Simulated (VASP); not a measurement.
# Ni (Fm-3m) in VASP: notebook, part 2 of 2

VASP 6.6.1. Earlier steps stand in the parts before.

## (3) Single point, LDA, collinear spin, ferromagnetic start

This run uses another cell than the first one, of 10.04 Å³/atom.

INCAR

```
SYSTEM = Ni
PREC = Accurate
ENCUT = 520
EDIFF = 1E-7
ISMEAR = 0
SIGMA = 0.05
LREAL = .False.
LASPH = .True.
NELM = 150
ALGO = Normal
ISIF = 2
LWAVE = .False.
LCHARG = .False.
ISPIN = 2
MAGMOM = 0.7
LORBIT = 11
LMAXMIX = 4
GGA = CA
NBANDS = 15
```

KPOINTS

```
Automatic mesh
0
Gamma
  20 20 20
  0 0 0
```

POSCAR

```
Ni
1.0
    0.0000000000      1.7120438847      1.7120438847
    1.7120438847      0.0000000000      1.7120438847
    1.7120438847      1.7120438847      0.0000000000
Ni
1
Direct
    0.0000000000      0.0000000000      0.0000000000
```

Potentials or basis: VASP PAW LDA potentials, release 64 (Ni).

Launch:

```console
$ cat potpaw_LDA.64/Ni/POTCAR > POTCAR
$ mpirun -np 1 vasp_std > vasp.out
```

OUTCAR:

```text
SYSTEM = Ni
   PREC = Accurate
   ENCUT = 520
   EDIFF = 1E-7
   ISMEAR = 0
   LREAL = .False.
   LASPH = .True.
   NELM = 150
   ISIF = 2
   ISPIN = 2
   LORBIT = 11
   GGA = CA

 ion  position               nearest neighbor table
   1  0.000  0.000  0.000-

  LATTYP: Found a face centered cubic cell.
 ALAT       =     3.4240877694

  Lattice vectors:

 A1 = (   0.0000000000,   1.7120438847,   1.7120438847)
 A2 = (   1.7120438847,   0.0000000000,   1.7120438847)
 A3 = (   1.7120438847,   1.7120438847,   0.0000000000)

Analysis of symmetry for initial positions (statically):
=====================================================================
 Subroutine PRICEL returns:
 Original cell was already a primitive cell.

 Routine SETGRP: Setting up the symmetry group for a
 face centered cubic supercell.

 Subroutine GETGRP returns: Found 48 space group operations
 (whereof 48 operations were pure point group operations)
 out of a pool of 48 trial point group operations.

The static configuration has the point symmetry O_h .

Analysis of symmetry for dynamics (positions and initial velocities):
=====================================================================
 Subroutine PRICEL returns:
 Original cell was already a primitive cell.

 Routine SETGRP: Setting up the symmetry group for a
 face centered cubic supercell.

 Subroutine GETGRP returns: Found 48 space group operations
 (whereof 48 operations were pure point group operations)
 out of a pool of 48 trial point group operations.

The dynamic configuration has the point symmetry O_h .

Analysis of structural, dynamic, and magnetic symmetry:
=====================================================================
 Subroutine PRICEL returns:
 Original cell was already a primitive cell.

 Routine SETGRP: Setting up the symmetry group for a
 face centered cubic supercell.

 Subroutine GETGRP returns: Found 48 space group operations
 (whereof 48 operations were pure point group operations)
 out of a pool of 48 trial point group operations.

The overall configuration has the point symmetry O_h .

 Subroutine INISYM returns: Found 48 space group operations
[... 154 lines left out ...]

 k-point     1 :       0.0000    0.0000    0.0000
  band No.  band energies     occupation
      1       0.6684      1.00000
      2       7.6531      1.00000
      3       7.6531      1.00000
      4       7.6531      1.00000
      5       8.9482      1.00000
      6       8.9482      1.00000
      7      34.6813      0.00000
      8      39.0820      0.00000
      9      39.0820      0.00000
     10      39.0820      0.00000
     11      42.3437      0.00000
     12      42.3437      0.00000
     13      42.3437      0.00000
     14      45.3119      0.00000
[... 403 lines left out ...]
      4       7.9019      1.00000
      5       9.3553      1.00000
      6       9.7433      1.00000
      7      20.0770      0.00000
      8      32.8382      0.00000
      9      35.4090      0.00000
     10      37.5640      0.00000
     11      39.5123      0.00000
     12      41.4217      0.00000
     13      46.0167      0.00000
     14      52.9291      0.00000
     15      54.0179      0.00000

 [... further k-points ...]

 spin component 2

 k-point     1 :       0.0000    0.0000    0.0000
  band No.  band energies     occupation
      1       0.7168      1.00000
      2       8.2720      1.00000
      3       8.2720      1.00000
      4       8.2720      1.00000
      5       9.5196      1.00000
      6       9.5196      1.00000
      7      34.6720      0.00000
      8      39.1318      0.00000
      9      39.1318      0.00000
     10      39.1318      0.00000
     11      42.5189      0.00000
     12      42.5189      0.00000
     13      42.5189      0.00000
     14      45.2955      0.00000
[... 403 lines left out ...]
      4       8.3508      1.00000
      5       9.9942      1.00000
      6      10.3574      0.00019
      7      20.3441      0.00000
      8      32.8911      0.00000
      9      35.4938      0.00000
     10      37.7009      0.00000
     11      39.6395      0.00000
     12      41.5302      0.00000
     13      46.1558      0.00000
     14      53.0585      0.00000
     15      54.6066      0.00000

 [... further k-points ...]
[... 5 lines left out ...]
  --------------------------------------------------------------------------------------
  -------------------------------------------------------------------------------------
  Total       -0.0123632     -0.0123632     -0.0123632      0.0000000      0.0000000      0.0000000
  in kB       -1.9736365     -1.9736365     -1.9736365      0.0000000      0.0000000      0.0000000
  external PRESSURE =      -1.9736365 kB  Pullay stress =       0.0000000 kB

 VOLUME and BASIS-vectors are now :
 -----------------------------------------------------------------------------
  energy-cutoff  :      520.00
  volume of cell :       10.04
      direct lattice vectors                 reciprocal lattice vectors
     0.000000000  1.712043885  1.712043885    -0.292048589  0.292048589  0.292048589
     1.712043885  0.000000000  1.712043885     0.292048589 -0.292048589  0.292048589
     1.712043885  1.712043885  0.000000000     0.292048589  0.292048589 -0.292048589

 POSITION                                       TOTAL-FORCE (eV/Angst)
 -----------------------------------------------------------------------------------
      0.00000      0.00000      0.00000        -0.000000      0.000000      0.000000
 -----------------------------------------------------------------------------------
    total drift:                                0.000000     -0.000000      0.000000

  FREE ENERGIE OF THE ION-ELECTRON SYSTEM (eV)
  ---------------------------------------------------
  free  energy   TOTEN  =        -6.5799744128 eV

  energy  without entropy=       -6.5780881951  energy(sigma->0) =       -6.57903130

 total charge

# of ion       s       p       d       tot
------------------------------------------
    1        0.536   0.572   8.366   9.474

 magnetization (x)

# of ion       s       p       d       tot
------------------------------------------
    1       -0.005  -0.019   0.629   0.606
```

stdout:

```text
POSCAR found type information on POSCAR Ni
 POSCAR found :  1 types and       1 ions
 scaLAPACK will be used
 LDA part: xc-table for (Slater(with rela. corr.)+CA(PZ))
 , standard interpolation
 POSCAR, INCAR and KPOINTS ok, starting setup
 FFT: planning ... GRIDC
 FFT: planning ... GRID_SOFT
 FFT: planning ... GRID
 WAVECAR not read
 entering main loop
```

Wall time 45 s (1 thread of AMD EPYC 9R45 (Zen 5), shared host); peak memory 0.13 GiB.

What came out:

```yaml
Free_energy: -6.5800 eV
Pressure: -0.2 GPa
Net_moment: 0.61 μB per cell
Site_moments: Ni +0.61 μB
Valence_electrons_inside_the_program's_atomic_spheres: Ni 9.47
```

## (4) Single point, LDA, collinear spin, ferromagnetic start

This run uses another cell than the first one, of 10.90 Å³/atom.

INCAR

```
SYSTEM = Ni
PREC = Accurate ; ENCUT = 520
EDIFF = 1E-6 ; ISMEAR = 0
SIGMA = 0.05 ; LREAL = .FALSE.
LASPH = .TRUE. ; NELM = 150
ALGO = Normal ; ISIF = 2
LWAVE = .FALSE. ; LCHARG = .FALSE.
ISPIN = 2 ; MAGMOM = 0.8
LORBIT = 11 ; LMAXMIX = 4
GGA = CA ; NBANDS = 15
```

KPOINTS

```
Automatic mesh
0
G
  20 20 20
  0 0 0
```

POSCAR

```
Ni
1.0
    0.0000000000      1.7600000000      1.7600000000
    1.7600000000      0.0000000000      1.7600000000
    1.7600000000      1.7600000000      0.0000000000
Ni
1
Direct
    0.0000000000      0.0000000000      0.0000000000
```

Potentials or basis: VASP PAW LDA potentials, release 64 (Ni).

Launch:

```console
$ cat potpaw_LDA.64/Ni/POTCAR > POTCAR
$ mpirun -np 1 vasp_std > vasp.out
```

OUTCAR:

```text
SYSTEM = Ni
   PREC = Accurate
   ENCUT = 520
   EDIFF = 1E-6
   ISMEAR = 0
   LREAL = .FALSE.
   LASPH = .TRUE.
   NELM = 150
   ISIF = 2
   ISPIN = 2
   LORBIT = 11
   GGA = CA

 ion  position               nearest neighbor table
   1  0.000  0.000  0.000-

  LATTYP: Found a face centered cubic cell.
 ALAT       =     3.5200000000

  Lattice vectors:

 A1 = (   0.0000000000,   1.7600000000,   1.7600000000)
 A2 = (   1.7600000000,   0.0000000000,   1.7600000000)
 A3 = (   1.7600000000,   1.7600000000,   0.0000000000)

[... 1070 lines left out ...]
  -------------------------------------------------------------------------------------
  Total       -1.1772040     -1.1772040     -1.1772040      0.0000000      0.0000000      0.0000000
  in kB     -172.9793689   -172.9793689   -172.9793689      0.0000000      0.0000000      0.0000000
  external PRESSURE =    -172.9793689 kB  Pullay stress =       0.0000000 kB

 VOLUME and BASIS-vectors are now :
 -----------------------------------------------------------------------------
  energy-cutoff  :      520.00
  volume of cell :       10.90
      direct lattice vectors                 reciprocal lattice vectors
     0.000000000  1.760000000  1.760000000    -0.284090909  0.284090909  0.284090909
     1.760000000  0.000000000  1.760000000     0.284090909 -0.284090909  0.284090909
     1.760000000  1.760000000  0.000000000     0.284090909  0.284090909 -0.284090909

 POSITION                                       TOTAL-FORCE (eV/Angst)
 -----------------------------------------------------------------------------------
      0.00000      0.00000      0.00000        -0.000000      0.000000     -0.000000
 -----------------------------------------------------------------------------------
    total drift:                               -0.000000     -0.000000     -0.000000

  FREE ENERGIE OF THE ION-ELECTRON SYSTEM (eV)
  ---------------------------------------------------
  free  energy   TOTEN  =        -6.5288635617 eV

  energy  without entropy=       -6.5265979886  energy(sigma->0) =       -6.52773078

 total charge

# of ion       s       p       d       tot
------------------------------------------
    1        0.498   0.494   8.324   9.316

 magnetization (x)

# of ion       s       p       d       tot
------------------------------------------
    1       -0.005  -0.019   0.640   0.616
```

stdout:

```text
POSCAR found type information on POSCAR Ni
 POSCAR found :  1 types and       1 ions
 scaLAPACK will be used
 LDA part: xc-table for (Slater(with rela. corr.)+CA(PZ))
 , standard interpolation
 POSCAR, INCAR and KPOINTS ok, starting setup
 FFT: planning ... GRIDC
 FFT: planning ... GRID_SOFT
 FFT: planning ... GRID
 WAVECAR not read
 entering main loop
```

Wall time 50 s (1 thread of AMD EPYC 9R45 (Zen 5), shared host); peak memory 0.14 GiB.

Results:

```
Free energy                                           : -6.5289 eV
Pressure                                              : -17.3 GPa
Net moment                                            : 0.61 μB per cell
Site moments                                          : Ni +0.62 μB
Valence electrons inside the program's atomic spheres : Ni 9.32
```

Caveat: the cell stands under tension.

## (5) Single point, LDA, collinear spin, antiferromagnetic start

This run uses another cell than the first one: it holds 2 atoms, not 1.

INCAR

```
PREC     = Accurate       # precision mode
ENCUT    = 520            # plane-wave cutoff, eV
EDIFF    = 1E-7           # SCF threshold, eV
ISMEAR   = 0              # smearing method
SIGMA    = 0.05           # smearing width, eV
LREAL    = False          # projectors in reciprocal space
LASPH    = True           # aspherical terms in the spheres
NELM     = 150            # most SCF steps
ALGO     = Normal         # electronic algorithm
ISIF     = 2              # what is computed and relaxed
LWAVE    = False          # write WAVECAR
LCHARG   = False          # write CHGCAR
ISPIN    = 2              # spin polarisation
MAGMOM   = 0.8 -0.8       # initial moments
LORBIT   = 11             # projections on sites
LMAXMIX  = 4              # l up to which the mixer works
NBANDS   = 21             # bands
```

KPOINTS

```
Automatic mesh
0
Gamma
  20 20 10
```

POSCAR

```
Ni
1.0
    0.0000000000      1.7120438847      1.7120438847
    1.7120438847      0.0000000000      1.7120438847
    3.4240877694      3.4240877694      0.0000000000
Ni
2
Direct
    0.0000000000      0.0000000000      0.0000000000
    0.0000000000      0.0000000000      0.5000000000
```

Potentials or basis: VASP PAW LDA potentials, release 64 (Ni).

Launch:

```console
$ cat potpaw_LDA.64/Ni/POTCAR > POTCAR
$ mpirun -np 1 vasp_std > vasp.out
```

OUTCAR:

```text
PREC = Accurate
   ENCUT = 520
   EDIFF = 1E-7
   ISMEAR = 0
   LREAL = False
   LASPH = True
   NELM = 150
   ISIF = 2
   ISPIN = 2
   LORBIT = 11

 ion  position               nearest neighbor table
   1  0.000  0.000  0.000-   2 2.42   2 2.42   2 2.42   2 2.42   2 2.42   2 2.42
   2  0.000  0.000  0.500-   1 2.42   1 2.42   1 2.42   1 2.42   1 2.42   1 2.42

  LATTYP: Found a trigonal (rhomboedric) cell.
 ALAT       =     4.1936339348
 COS(alpha) =     0.8333333333

  Lattice vectors:

 A1 = (   3.4240877694,   1.7120438847,  -1.7120438847)
 A2 = (   1.7120438847,   1.7120438847,  -3.4240877694)
 A3 = (   1.7120438847,   3.4240877694,  -1.7120438847)

Analysis of symmetry for initial positions (statically):
=====================================================================
 Subroutine PRICEL returns following result:

  LATTYP: Found a face centered cubic cell.
 ALAT       =     3.4240877694
[... 12 lines left out ...]
 Subroutine GETGRP returns: Found 12 space group operations
 (whereof 12 operations were pure point group operations)
 out of a pool of 12 trial point group operations.

The static configuration has the point symmetry D_3d.

Analysis of symmetry for dynamics (positions and initial velocities):
=====================================================================
 Subroutine PRICEL returns following result:

  LATTYP: Found a face centered cubic cell.
 ALAT       =     3.4240877694
[... 12 lines left out ...]
 Subroutine GETGRP returns: Found 12 space group operations
 (whereof 12 operations were pure point group operations)
 out of a pool of 12 trial point group operations.

The dynamic configuration has the point symmetry D_3d.

Analysis of structural, dynamic, and magnetic symmetry:
=====================================================================
 Subroutine PRICEL returns following result:

  LATTYP: Found a face centered cubic cell.
 ALAT       =     3.4240877694
[... 12 lines left out ...]
 Subroutine GETGRP returns: Found 12 space group operations
[... 156 lines left out ...]
 NGX is ok and might be reduce to    18

 number of electron      19.9999981 magnetization      -0.0000000

 number of electron      19.9999981 magnetization       0.0000000

 Free energy of the ion-electron system (eV)
  ---------------------------------------------------
  ext. energy  EPLUGINS =         0.00000000
  ---------------------------------------------------
  free energy    TOTEN  =       -13.08968294 eV

  energy without entropy =      -13.08028900  energy(sigma->0) =      -13.08498597

 E-fermi :  10.0664     XC(G=0): -14.0970

 val. band max:       10.0651416256   @ k =   0.4500   0.0000   0.0000
 cond. band min:      10.0669797549   @ k =  -0.2000   0.0500   0.0000
 fundamental gap:      0.0018381293
 Fermi energy:        10.0664350053

 spin component 1

 k-point     1 :       0.0000    0.0000    0.0000
  band No.  band energies     occupation
      1       0.6911      1.00000
      2       5.1661      1.00000
      3       7.9196      1.00000
      4       7.9196      1.00000
      5       7.9722      1.00000
      6       7.9866      1.00000
[... 565 lines left out ...]
     20      37.6329      0.00000
     21      39.0380      0.00000

 [... further k-points ...]

 spin component 2

 k-point     1 :       0.0000    0.0000    0.0000
  band No.  band energies     occupation
      1       0.6911      1.00000
      2       5.1661      1.00000
      3       7.9196      1.00000
      4       7.9196      1.00000
      5       7.9722      1.00000
      6       7.9866      1.00000
[... 565 lines left out ...]
     20      37.6329      0.00000
     21      39.0380      0.00000

 [... further k-points ...]
[... 5 lines left out ...]
  --------------------------------------------------------------------------------------
  -------------------------------------------------------------------------------------
  Total       -0.1868070     -0.1868070     -0.1868070     -0.0028115      0.0028115      0.0028115
  in kB      -14.9107343    -14.9107343    -14.9107343     -0.2244132      0.2244132      0.2244132
  external PRESSURE =     -14.9107343 kB  Pullay stress =       0.0000000 kB

 VOLUME and BASIS-vectors are now :
 -----------------------------------------------------------------------------
  energy-cutoff  :      520.00
  volume of cell :       20.07
      direct lattice vectors                 reciprocal lattice vectors
     0.000000000  1.712043885  1.712043885    -0.292048589  0.292048589  0.292048589
     1.712043885  0.000000000  1.712043885     0.292048589 -0.292048589  0.292048589
     3.424087769  3.424087769  0.000000000     0.146024294  0.146024294 -0.146024294

 POSITION                                       TOTAL-FORCE (eV/Angst)
 -----------------------------------------------------------------------------------
      0.00000      0.00000      0.00000         0.000000      0.000000     -0.000000
      1.71204      1.71204      0.00000        -0.000000     -0.000000      0.000000
 -----------------------------------------------------------------------------------
    total drift:                                0.000000      0.000000      0.000000

  FREE ENERGIE OF THE ION-ELECTRON SYSTEM (eV)
  ---------------------------------------------------
  free  energy   TOTEN  =       -13.0896829398 eV

  energy  without entropy=      -13.0802889983  energy(sigma->0) =      -13.08498597

 total charge

# of ion       s       p       d       tot
------------------------------------------
    1        0.533   0.568   8.375   9.475
    2        0.533   0.568   8.375   9.475
--------------------------------------------------
tot          1.065   1.136  16.750  18.951

 magnetization (x)

# of ion       s       p       d       tot
------------------------------------------
    1       -0.000   0.000   0.072   0.072
    2        0.000  -0.000  -0.072  -0.072
--------------------------------------------------
tot          0.000   0.000   0.000   0.000
```

It took 4.3 min on 1 thread of AMD EPYC 9R45 (Zen 5), shared host; peak memory 0.29 GiB.

What came out:

| Quantity | Value |
| --- | --- |
| Free energy | -13.0897 eV |
| Pressure | -1.5 GPa |
| Band gap on the k mesh | zero (filled and empty bands overlap) |
| Net moment | 0.00 μB per cell |
| Site moments | Ni +0.07, -0.07 μB |
| Valence electrons inside the program's atomic spheres | Ni 9.47 |

## (6) Summary

| spin | cell | k mesh | gap on the mesh (eV) | pressure (GPa) | moment (μB) |
| --- | --- | --- | --- | --- | --- |
| collinear, ferromagnetic start | a = 2.403 Å, angles 60.0°, 1 atom, atomic positions A | 20 × 20 × 20 | none | 5.8 | 0.61 |
| collinear, ferromagnetic start | a = 2.421 Å, angles 60.0°, 1 atom, atomic positions A | 20 × 20 × 20 | none | -0.2 | 0.61 |
| collinear, ferromagnetic start | a = 2.489 Å, angles 60.0°, 1 atom, atomic positions A | 20 × 20 × 20 | none | -17.3 | 0.61 |
| collinear, antiferromagnetic start | a = 2.421, b = 2.421, c = 4.842 Å, angles 60.0°, 2 atoms, atomic positions B | 20 × 20 × 10 | none | -1.5 | 0.00 |

Alike in all rows: task single point; level LDA; potentials or basis VASP PAW LDA potentials, release 64 (Ni); cutoff (eV) 520; smearing gaussian 0.05 eV.

Caveats: the cell stands under pressure (at least some runs); the cell stands under tension (at least some runs).

Absolute energies hang on the potentials; compare differences alone.
